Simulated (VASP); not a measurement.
# GaN (P6_3mc) in VASP: single point with PBEsol

Aim: the single point of GaN with PBEsol.

Program: VASP 6.6.1. These are calculated values, not measurements. Logs are shortened: lines on timing, memory, paths and dates and some standing lists are left out, and cuts for length are marked.

## 1. The cell of the first run

The structure is hexagonal, space group P6_3mc (No. 186). The conventional cell has a = 3.180 Å, b = 3.180 Å, c = 5.166 Å, α = 90.00°, β = 90.00°, γ = 120.00°. Ga (site symmetry 3m) has 4 N at 1.94 to 1.95 Å within 2.6 Å. Within 2.6 Å of N (site symmetry 3m) lie 4 Ga at 1.94 to 1.95 Å.

## 2. Single point, PBEsol

The input, INCAR:

```
SYSTEM = GaN
PREC = Accurate
ENCUT = 600
EDIFF = 1E-6
ISMEAR = 0
SIGMA = 0.01
LREAL = .False.
LASPH = .True.
NELM = 120
ALGO = Normal
ISIF = 2
LWAVE = .False.
LCHARG = .False.
GGA = PS
NBANDS = 26
GGA_COMPAT = .False.
```

The input, KPOINTS:

```
Automatic mesh
0
Gamma
  5 5 3
  0 0 0
```

The input, POSCAR:

```
GaN
1.0
    3.1800000000      0.0000000000      0.0000000000
   -1.5900000000      2.7539610000      0.0000000000
    0.0000000000      0.0000000000      5.1660000000
Ga N
2 2
Direct
    0.3333333333      0.6666666667      0.0000000000
    0.6666666667      0.3333333333      0.5000000000
    0.3333333333      0.6666666667      0.3750000000
    0.6666666667      0.3333333333      0.8750000000
```

Potentials or basis: VASP PAW PBE potentials, release 64 (Ga_d, N).

The run is started by

```
cat potpaw_PBE.64/Ga_d/POTCAR potpaw_PBE.64/N/POTCAR > POTCAR
mpirun -np 1 vasp_std > vasp.out
```

OUTCAR:

```text
SYSTEM = GaN
   PREC = Accurate
   ENCUT = 600
   EDIFF = 1E-6
   ISMEAR = 0
   LREAL = .False.
   LASPH = .True.
   NELM = 120
   ISIF = 2
   GGA = PS

 ion  position               nearest neighbor table
   1  0.333  0.667  0.000-   3 1.94   4 1.95   4 1.95   4 1.95
   2  0.667  0.333  0.500-   4 1.94   3 1.95   3 1.95   3 1.95
   3  0.333  0.667  0.375-   1 1.94   2 1.95   2 1.95   2 1.95
   4  0.667  0.333  0.875-   2 1.94   1 1.95   1 1.95   1 1.95

  LATTYP: Found a hexagonal cell.
 ALAT       =     3.1800000000
 C/A-ratio  =     1.6245283019

  Lattice vectors:

 A1 = (   3.1800000000,   0.0000000000,   0.0000000000)
 A2 = (  -1.5900000000,   2.7539610000,   0.0000000000)
 A3 = (   0.0000000000,   0.0000000000,   5.1660000000)

Analysis of symmetry for initial positions (statically):
=====================================================================
 Subroutine PRICEL returns:
 Original cell was already a primitive cell.

 Routine SETGRP: Setting up the symmetry group for a
 hexagonal supercell.

 Subroutine GETGRP returns: Found 12 space group operations
 (whereof  6 operations were pure point group operations)
 out of a pool of 24 trial point group operations.

The static configuration has the point symmetry C_3v.
 The point group associated with its full space group is C_6v.

Analysis of symmetry for dynamics (positions and initial velocities):
=====================================================================
 Subroutine PRICEL returns:
 Original cell was already a primitive cell.

 Routine SETGRP: Setting up the symmetry group for a
 hexagonal supercell.

 Subroutine GETGRP returns: Found 12 space group operations
 (whereof  6 operations were pure point group operations)
 out of a pool of 24 trial point group operations.

The dynamic configuration has the point symmetry C_3v.
 The point group associated with its full space group is C_6v.

 Subroutine INISYM returns: Found 12 space group operations
 (whereof  6 operations are pure point group operations),
 and found     1 'primitive' translations

----------------------------------------------------------------------------------------

                                     Primitive cell

  volume of cell :      45.2417

  direct lattice vectors                    reciprocal lattice vectors
     3.180000000  0.000000000  0.000000000     0.314465409  0.181556674  0.000000000
    -1.590000000  2.753961000  0.000000000     0.000000000  0.363113348  0.000000000
     0.000000000  0.000000000  5.166000000     0.000000000  0.000000000  0.193573364
[... 74 lines left out ...]
   LREAL  =      F    real-space projection
   EDIFFG = 0.1E-04   stopping-criterion for IOM
   NSW    =      0    number of steps for IOM
   IBRION =     -1    ionic relax: 0-MD 1-quasi-New 2-CG
   NFREE  =      0    steps in history (QN), initial steepest desc. (CG)
   ISIF   =      2    stress and relaxation
   ISYM   =      2    0-nonsym 1-usesym 2-fastsym
   POTIM  = 0.5000    time-step for ionic-motion
   TEBEG  =    0.0;   TEEND  =   0.0 temperature during run
   PSTRESS=    0.0 pullay stress
   NELECT =      36.0000    total number of electrons
   NUPDOWN=      -1.0000    fix difference up-down
   EMIN   =  10.00;   EMAX   =-10.00  energy-range for DOS
   EFERMI =   0.00;   METHOD = LEGACY
   ISMEAR =     0;   SIGMA  =   0.01  broadening in eV -4-tet -1-fermi 0-gaus
   EFERMI_NEDOS =   21; number of points for ismear=-14 and -15
   IALGO  =     38    algorithm
   IMIX   =      4    mixing-type and parameters
     AMIX     =   0.40;   BMIX     =  1.00
     AMIX_MAG =   1.60;   BMIX_MAG =  1.00
  volume/ion in A,a.u.               =      11.31        76.33
  Fermi-wavevector in a.u.,A,eV,Ry     =   1.517036  2.866782 31.312425  2.301398
  Thomas-Fermi vector in A             =   2.626345
   LORBIT       =      0    0 simple, 1 ext, 2 COOP (PROOUT), +10 PAW based schemes
   GGA     = PS    functional components
   LHFCALC =     F    Hartree Fock is set to
   AEXX    =    0.0000 exact exchange contribution
   IVDW    =     0    specifies the selected vdW correction
   LEPSILON=     F    determine dielectric tensor
   LRPA    =     F    only Hartree local field effects (RPA)
 non-spin polarized calculation
 Gauss-broadening in eV      SIGMA  =   0.01
  energy-cutoff  :      600.00
  volume of cell :       45.24
 maximum number of plane-waves:      1521
 NGX is ok and might be reduce to    28
   NGX = 13   NGY = 13   NGZ = 21

 number of electron      35.9999995 magnetization

 Free energy of the ion-electron system (eV)
  ---------------------------------------------------
  ext. energy  EPLUGINS =         0.00000000
  ---------------------------------------------------
  free energy    TOTEN  =       -26.25008548 eV

  energy without entropy =      -26.25008548  energy(sigma->0) =      -26.25008548

 E-fermi :   5.4145     XC(G=0): -11.9564

 val. band max:        5.3144000724   @ k =   0.0000   0.0000   0.0000
 cond. band min:       7.2341382718   @ k =   0.0000   0.0000   0.0000
 fundamental gap:      1.9197381994
 Fermi energy:         5.4145280455

 k-point     1 :       0.0000    0.0000    0.0000
  band No.  band energies     occupation
      1     -10.7610      2.00000
      2      -9.7691      2.00000
      3      -8.1211      2.00000
      4      -8.0986      2.00000
      5      -8.0986      2.00000
      6      -8.0333      2.00000
[... 279 lines left out ...]
     25      17.7366      0.00000
     26      18.4806      0.00000

------------------------ aborting loop because EDIFF is reached ----------------------------------------

  FORCE on cell =-STRESS in cart. coord.  units (eV):
  Direction    XX          YY          ZZ          XY          YZ          ZX
  --------------------------------------------------------------------------------------
  -------------------------------------------------------------------------------------
  Total        0.0034583      0.0034583      0.5621496      0.0000000     -0.0000000      0.0000000
  in kB        0.1224727      0.1224727     19.9077965      0.0000000     -0.0000000      0.0000000
  external PRESSURE =       6.7175806 kB  Pullay stress =       0.0000000 kB

 VOLUME and BASIS-vectors are now :
 -----------------------------------------------------------------------------
  energy-cutoff  :      600.00
  volume of cell :       45.24
      direct lattice vectors                 reciprocal lattice vectors
     3.180000000  0.000000000  0.000000000     0.314465409  0.181556674  0.000000000
    -1.590000000  2.753961000  0.000000000     0.000000000  0.363113348  0.000000000
     0.000000000  0.000000000  5.166000000     0.000000000  0.000000000  0.193573364

 POSITION                                       TOTAL-FORCE (eV/Angst)
 -----------------------------------------------------------------------------------
     -0.00000      1.83597      0.00000         0.000000      0.000000     -0.129964
      1.59000      0.91799      2.58300        -0.000000     -0.000000     -0.129964
     -0.00000      1.83597      1.93725        -0.000000     -0.000000      0.129964
      1.59000      0.91799      4.52025         0.000000      0.000000      0.129964
 -----------------------------------------------------------------------------------
    total drift:                               -0.000000     -0.000000     -0.000440

  FREE ENERGIE OF THE ION-ELECTRON SYSTEM (eV)
  ---------------------------------------------------
  free  energy   TOTEN  =       -26.2500854813 eV

  energy  without entropy=      -26.2500854813  energy(sigma->0) =      -26.25008548
```

It took 48 s on 1 thread of AMD EPYC, shared host; peak memory 0.14 GiB.

What came out:

```
Free energy            : -26.2501 eV
Pressure               : 0.7 GPa
Largest force          : 0.130 eV/Å
Band gap on the k mesh : 1.92 eV
```

Forces in eV/Å, atoms in the order of the input:
```
Ga   0.000  0.000 -0.130
Ga   0.000  0.000 -0.130
N    0.000  0.000  0.130
N    0.000  0.000  0.130
```

Stress tensor (GPa, compression positive):
```
0.01 0.00 0.00
0.00 0.01 0.00
0.00 0.00 1.99
```

Caveat: the k points lie up to 0.46 Å⁻¹ apart; the PAW data sets were made with another functional, which shifts forces and pressure a little.
